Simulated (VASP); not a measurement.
# KSrBr3 (Pm-3m) in VASP: a series of runs

Aim: see how the results for KSrBr3 move with the level of theory and the settings. Levels: PBE, r2SCAN. Tasks: single point.

All numbers are computed with VASP 6.6.1; they aren't measurements. Logs are shortened: lines on timing, memory, paths and dates and some standing lists are left out, and cuts for length are marked.

### Step 1. The cell of the first run

Symmetry: Pm-3m, No. 221, cubic system. Conventional cell: a = 5.879 Å, b = 5.879 Å, c = 5.879 Å, α = 90.00°, β = 90.00°, γ = 90.00°. K (site symmetry m-3m) has 12 Br at 4.16 Å and 8 Sr at 5.09 Å within 5.5 Å. Sr (site symmetry m-3m) has 6 Br at 2.94 Å within 3.9 Å. Br (site symmetry 4/mmm) has 2 Sr at 2.94 Å within 3.9 Å.

### Step 2. Single point, PBE (strain -1.0%)

INCAR reads:

```
SYSTEM = KSrBr3
ALGO     = Normal         ! electronic algorithm
EDIFF    = 1E-7           ! SCF threshold, eV
ENCUT    = 520            ! plane-wave cutoff, eV
GGA      = PE             ! functional
ISIF     = 2              ! what is computed and relaxed
ISMEAR   = -1             ! smearing method
LASPH    = .TRUE.         ! aspherical terms in the spheres
LCHARG   = .FALSE.        ! write CHGCAR
LREAL    = .FALSE.        ! projectors in reciprocal space
LWAVE    = .FALSE.        ! write WAVECAR
NBANDS   = 28             ! bands
NELM     = 100            ! most SCF steps
PREC     = Accurate       ! precision mode
SIGMA    = 0.02           ! smearing width, eV
```

KPOINTS reads:

```
k-points
0
G
  4 4 4
  0 0 0
```

POSCAR reads:

```
KSrBr3
1.0
    5.8786657483      0.0000000000      0.0000000000
    0.0000000000      5.8786657483      0.0000000000
    0.0000000000      0.0000000000      5.8786657483
K Sr Br
1 1 3
Direct
    0.0000000000      0.0000000000      0.0000000000
    0.5000000000      0.5000000000      0.5000000000
    0.5000000000      0.5000000000      0.0000000000
    0.5000000000      0.0000000000      0.5000000000
    0.0000000000      0.5000000000      0.5000000000
```

Potentials or basis: VASP PAW PBE potentials, release 64 (K_sv, Sr_sv, Br).

Started as:

```sh
$ cat potpaw_PBE.64/K_sv/POTCAR potpaw_PBE.64/Sr_sv/POTCAR potpaw_PBE.64/Br/POTCAR > POTCAR
$ mpirun -np 1 vasp_std > vasp.out
```

OUTCAR:

```text
SYSTEM = KSrBr3
   EDIFF = 1E-7
   ENCUT = 520
   GGA = PE
   ISIF = 2
   ISMEAR = -1
   LASPH = .TRUE.
   LREAL = .FALSE.
   NELM = 100
   PREC = Accurate

 ion  position               nearest neighbor table
   1  0.000  0.000  0.000-
   2  0.500  0.500  0.500-   3 2.94   4 2.94   5 2.94   3 2.94   4 2.94   5 2.94
   3  0.500  0.500  0.000-   2 2.94   2 2.94
   4  0.500  0.000  0.500-   2 2.94   2 2.94
   5  0.000  0.500  0.500-   2 2.94   2 2.94

  LATTYP: Found a simple cubic cell.
 ALAT       =     5.8786657483

  Lattice vectors:

 A1 = (   5.8786657483,   0.0000000000,   0.0000000000)
 A2 = (   0.0000000000,   5.8786657483,   0.0000000000)
 A3 = (   0.0000000000,   0.0000000000,   5.8786657483)

Analysis of symmetry for initial positions (statically):
=====================================================================
 Subroutine PRICEL returns:
 Original cell was already a primitive cell.

 Routine SETGRP: Setting up the symmetry group for a
 simple cubic supercell.

 Subroutine GETGRP returns: Found 48 space group operations
 (whereof 48 operations were pure point group operations)
 out of a pool of 48 trial point group operations.

The static configuration has the point symmetry O_h .

Analysis of symmetry for dynamics (positions and initial velocities):
=====================================================================
 Subroutine PRICEL returns:
 Original cell was already a primitive cell.

 Routine SETGRP: Setting up the symmetry group for a
 simple cubic supercell.

 Subroutine GETGRP returns: Found 48 space group operations
 (whereof 48 operations were pure point group operations)
 out of a pool of 48 trial point group operations.

The dynamic configuration has the point symmetry O_h .

 Subroutine INISYM returns: Found 48 space group operations
 (whereof 48 operations are pure point group operations),
 and found     1 'primitive' translations

----------------------------------------------------------------------------------------

                                     Primitive cell

  volume of cell :     203.1591

  direct lattice vectors                    reciprocal lattice vectors
     5.878665748  0.000000000  0.000000000     0.170106627  0.000000000  0.000000000
     0.000000000  5.878665748  0.000000000     0.000000000  0.170106627  0.000000000
     0.000000000  0.000000000  5.878665748     0.000000000  0.000000000  0.170106627

  length of vectors
     5.878665748  5.878665748  5.878665748     0.170106627  0.170106627  0.170106627

  position of ions in fractional coordinates (direct lattice)
     0.000000000  0.000000000  0.000000000
     0.500000000  0.500000000  0.500000000
     0.500000000  0.500000000  0.000000000
     0.500000000  0.000000000  0.500000000
     0.000000000  0.500000000  0.500000000

  ion indices of the primitive-cell ions
   primitive index   ion index
                 1           1
                 2           2
                 3           3
                 4           4
                 5           5

----------------------------------------------------------------------------------------

 KPOINTS: k-points

Automatic generation of k-mesh.
 Grid dimensions read from file:
 generate k-points for:    4    4    4

 Generating k-lattice:

  Cartesian coordinates                     Fractional coordinates (reciprocal lattice)
     0.042526657  0.000000000  0.000000000     0.250000000  0.000000000  0.000000000
     0.000000000  0.042526657  0.000000000     0.000000000  0.250000000  0.000000000
     0.000000000  0.000000000  0.042526657     0.000000000  0.000000000  0.250000000

  Length of vectors
     0.042526657  0.042526657  0.042526657

  Shift w.r.t. Gamma in fractional coordinates (k-lattice)
     0.000000000  0.000000000  0.000000000

 Subroutine IBZKPT returns following result:
 ===========================================

 Found     10 irreducible k-points:

 Following reciprocal coordinates:
            Coordinates               Weight
  0.000000  0.000000  0.000000      1.000000
  0.250000  0.000000  0.000000      6.000000
  0.500000  0.000000  0.000000      3.000000
  0.250000  0.250000  0.000000     12.000000
  0.500000  0.250000  0.000000     12.000000
  0.500000  0.500000  0.000000      3.000000
  0.250000  0.250000  0.250000      8.000000
  0.500000  0.250000  0.250000     12.000000
  0.500000  0.500000  0.250000      6.000000
  0.500000  0.500000  0.500000      1.000000
   k-points           NKPTS =     10   k-points in BZ     NKDIM =     10   number of bands    NBANDS=     28
   number of dos      NEDOS =    301   number of ions     NIONS =      5
   total plane-waves  NPLWV = 110592
   dimension x,y,z NGX =    48 NGY =   48 NGZ =   48
   dimension x,y,z NGXF=    96 NGYF=   96 NGZF=   96
   ions per type =               1   1   3
   NGX,Y,Z   is equivalent  to a cutoff of  13.57, 13.57, 13.57 a.u.
   NGXF,Y,Z  is equivalent  to a cutoff of  27.15, 27.15, 27.15 a.u.
 SYSTEM =  KSrBr3
   PREC   = accura    normal or accurate (medium, high low for compatibility)
   ISTART =      0    job   : 0-new  1-cont  2-samecut
   ICHARG =      2    charge: 1-file 2-atom 10-const
   ISPIN  =      1    spin polarized calculation?
   LNONCOLLINEAR =      F non collinear calculations
   LSORBIT =      F    spin-orbit coupling
   LASPH  =      T    aspherical Exc in radial PAW
   ENCUT  =  520.0 eV  38.22 Ry    6.18 a.u.  10.93 10.93 10.93*2*pi/ulx,y,z
   NELM   =    100;   NELMIN=  2; NELMDL= -5     # of ELM steps
   EDIFF  = 0.1E-06   stopping-criterion for ELM
   LREAL  =      F    real-space projection
   EDIFFG = 0.1E-05   stopping-criterion for IOM
   NSW    =      0    number of steps for IOM
   IBRION =     -1    ionic relax: 0-MD 1-quasi-New 2-CG
   NFREE  =      0    steps in history (QN), initial steepest desc. (CG)
   ISIF   =      2    stress and relaxation
   ISYM   =      2    0-nonsym 1-usesym 2-fastsym
   POTIM  = 0.5000    time-step for ionic-motion
   TEBEG  =    0.0;   TEEND  =   0.0 temperature during run
   PSTRESS=    0.0 pullay stress
   NELECT =      40.0000    total number of electrons
   NUPDOWN=      -1.0000    fix difference up-down
   EMIN   =  10.00;   EMAX   =-10.00  energy-range for DOS
   EFERMI =   0.00;   METHOD = LEGACY
   ISMEAR =    -1;   SIGMA  =   0.02  broadening in eV -4-tet -1-fermi 0-gaus
   EFERMI_NEDOS =   21; number of points for ismear=-14 and -15
   IALGO  =     38    algorithm
   IMIX   =      4    mixing-type and parameters
     AMIX     =   0.40;   BMIX     =  1.00
     AMIX_MAG =   1.60;   BMIX_MAG =  1.00
  volume/ion in A,a.u.               =      40.63       274.20
  Fermi-wavevector in a.u.,A,eV,Ry     =   0.952393  1.799761 12.341190  0.907052
  Thomas-Fermi vector in A             =   2.080951
   LORBIT       =      0    0 simple, 1 ext, 2 COOP (PROOUT), +10 PAW based schemes
   GGA     = PE    functional components
   LHFCALC =     F    Hartree Fock is set to
   AEXX    =    0.0000 exact exchange contribution
   IVDW    =     0    specifies the selected vdW correction
   LEPSILON=     F    determine dielectric tensor
   LRPA    =     F    only Hartree local field effects (RPA)
 non-spin polarized calculation
  energy-cutoff  :      520.00
  volume of cell :      203.16
 maximum number of plane-waves:      5520
 NGX is ok and might be reduce to    48
   NGX = 21   NGY = 21   NGZ = 21

 number of electron      40.0000006 magnetization

 Free energy of the ion-electron system (eV)
  ---------------------------------------------------
  ext. energy  EPLUGINS =         0.00000000
  ---------------------------------------------------
  free energy    TOTEN  =       -17.12807599 eV

  energy without entropy =      -17.12807599  energy(sigma->0) =      -17.12807599

 E-fermi :  -0.8413     XC(G=0):  -7.0782

 val. band max:       -1.4181923986   @ k =   0.5000   0.5000   0.5000
 cond. band min:       2.3722596676   @ k =   0.0000   0.0000   0.0000
 fundamental gap:      3.7904520662
 Fermi energy:        -0.8412623524

 k-point     1 :       0.0000    0.0000    0.0000
  band No.  band energies     occupation
      1     -34.2796      2.00000
      2     -30.7050      2.00000
      3     -16.4013      2.00000
      4     -16.4013      2.00000
      5     -16.4013      2.00000
      6     -14.2336      2.00000
[... 20 lines left out ...]
     27       5.5535      0.00000
     28       5.7150      0.00000

 k-point     2 :       0.2500    0.0000    0.0000
  band No.  band energies     occupation
      1     -34.2795      2.00000
      2     -30.7050      2.00000
      3     -16.4961      2.00000
      4     -16.4008      2.00000
      5     -16.4008      2.00000
      6     -14.2309      2.00000
[... 20 lines left out ...]
     27       5.6469      0.00000
     28       5.7280      0.00000

 k-point     3 :       0.5000    0.0000    0.0000
  band No.  band energies     occupation
      1     -34.2794      2.00000
      2     -30.7050      2.00000
      3     -16.5807      2.00000
      4     -16.4003      2.00000
      5     -16.4003      2.00000
      6     -14.2478      2.00000
[... 20 lines left out ...]
     27       5.8533      0.00000
     28       5.8594      0.00000

 k-point     4 :       0.2500    0.2500    0.0000
  band No.  band energies     occupation
      1     -34.2794      2.00000
      2     -30.7050      2.00000
      3     -16.4964      2.00000
      4     -16.4947      2.00000
      5     -16.4003      2.00000
      6     -14.1985      2.00000
[... 144 lines left out ...]
     27       6.1610      0.00000
     28       6.3442      0.00000

 k-point     9 :       0.5000    0.5000    0.2500
  band No.  band energies     occupation
      1     -34.2790      2.00000
      2     -30.7050      2.00000
      3     -16.5790      2.00000
      4     -16.5790      2.00000
      5     -16.4939      2.00000
      6     -14.1577      2.00000
[... 20 lines left out ...]
     27       6.2331      0.00000
     28       6.5992      0.00000

 k-point    10 :       0.5000    0.5000    0.5000
  band No.  band energies     occupation
      1     -34.2789      2.00000
      2     -30.7049      2.00000
      3     -16.5783      2.00000
      4     -16.5783      2.00000
      5     -16.5783      2.00000
      6     -14.1539      2.00000
[... 20 lines left out ...]
     27       6.3274      0.00000
     28       7.0986      0.00000

------------------------ aborting loop because EDIFF is reached ----------------------------------------

  FORCE on cell =-STRESS in cart. coord.  units (eV):
  Direction    XX          YY          ZZ          XY          YZ          ZX
  --------------------------------------------------------------------------------------
  -------------------------------------------------------------------------------------
  Total        1.3595418      1.3595418      1.3595418      0.0000000      0.0000000     -0.0000000
  in kB       10.7217788     10.7217788     10.7217788      0.0000000      0.0000000     -0.0000000
  external PRESSURE =      10.7217788 kB  Pullay stress =       0.0000000 kB

 VOLUME and BASIS-vectors are now :
 -----------------------------------------------------------------------------
  energy-cutoff  :      520.00
  volume of cell :      203.16
      direct lattice vectors                 reciprocal lattice vectors
     5.878665748  0.000000000  0.000000000     0.170106627  0.000000000  0.000000000
     0.000000000  5.878665748  0.000000000     0.000000000  0.170106627  0.000000000
     0.000000000  0.000000000  5.878665748     0.000000000  0.000000000  0.170106627

 POSITION                                       TOTAL-FORCE (eV/Angst)
 -----------------------------------------------------------------------------------
      0.00000      0.00000      0.00000         0.000000      0.000000      0.000000
      2.93933      2.93933      2.93933         0.000000      0.000000      0.000000
      2.93933      2.93933      0.00000         0.000000      0.000000      0.000000
      2.93933      0.00000      2.93933         0.000000      0.000000      0.000000
      0.00000      2.93933      2.93933         0.000000      0.000000      0.000000
 -----------------------------------------------------------------------------------
    total drift:                                0.000000     -0.000000     -0.000000

  FREE ENERGIE OF THE ION-ELECTRON SYSTEM (eV)
  ---------------------------------------------------
  free  energy   TOTEN  =       -17.1280759937 eV

  energy  without entropy=      -17.1280759937  energy(sigma->0) =      -17.12807599
```

Wall time 58 s (1 thread of Intel Xeon Platinum 8259CL at 2.50GHz (Skylake/Cascade Lake), shared host); peak memory 0.35 GiB.

What came out:

| Item | Value |
| --- | --- |
| Free energy | -17.1281 eV |
| Pressure | 1.1 GPa |
| Band gap on the k mesh | 3.79 eV, indirect (least direct gap 4.03 eV) |

Caveat: the cell differs from its parent crystal (strain -1.0%).

### Step 3. Single point, PBE

This run uses another cell than the first one, of 41.88 Å³/atom, 1.031 times its volume.

INCAR reads:

```
PREC     = Accurate       # precision mode
ENCUT    = 520            # plane-wave cutoff, eV
EDIFF    = 1E-6           # SCF threshold, eV
ISMEAR   = -1             # smearing method
SIGMA    = 0.02           # smearing width, eV
LREAL    = F              # projectors in reciprocal space
LASPH    = T              # aspherical terms in the spheres
NELM     = 100            # most SCF steps
ALGO     = Normal         # electronic algorithm
ISIF     = 2              # what is computed and relaxed
LWAVE    = F              # write WAVECAR
LCHARG   = F              # write CHGCAR
GGA      = PE             # functional
NBANDS   = 28             # bands
```

KPOINTS reads:

```
regular mesh
0
Gamma
  4 4 4
```

Edit POSCAR of step 2 so:

```diff
@@ -2,5 +2,5 @@
 1.0
-    5.8786657483      0.0000000000      0.0000000000
-    0.0000000000      5.8786657483      0.0000000000
-    0.0000000000      0.0000000000      5.8786657483
+    5.9380462104      0.0000000000      0.0000000000
+    0.0000000000      5.9380462104      0.0000000000
+    0.0000000000      0.0000000000      5.9380462104
 K Sr Br
```

Potentials or basis: VASP PAW PBE potentials, release 64 (K_sv, Sr_sv, Br).

Started as:

```sh
$ cat potpaw_PBE.64/K_sv/POTCAR potpaw_PBE.64/Sr_sv/POTCAR potpaw_PBE.64/Br/POTCAR > POTCAR
$ mpirun -np 1 vasp_std > vasp.out
```

Wall time 54 s (1 thread of Intel Xeon Platinum 8259CL at 2.50GHz (Skylake/Cascade Lake), shared host); peak memory 0.34 GiB.

It converged, with:

* Free energy: -17.1579 eV
* Pressure: 0.5 GPa
* Band gap on the k mesh: 3.75 eV, indirect (least direct gap 3.99 eV)

Levels at points of the mesh, in eV from the valence-band top:
```
           k point  band 18  band 19  band 20  band 21  band 22  band 23
(0.00, 0.00, 0.00)    -0.24    -0.24    -0.24     3.75     5.24     5.24
(0.50, 0.00, 0.00)    -0.56    -0.32    -0.32     5.39     5.43     5.48
(0.50, 0.50, 0.00)    -0.72    -0.72    -0.01     5.95     6.53     6.53
(0.50, 0.50, 0.50)     0.00     0.00     0.00     5.08     6.43     6.43
```

A k mesh can miss the band edges. Expect the measured gap to be larger: semilocal functionals such as PBE lack the derivative discontinuity.

[end of part 1 of 2]
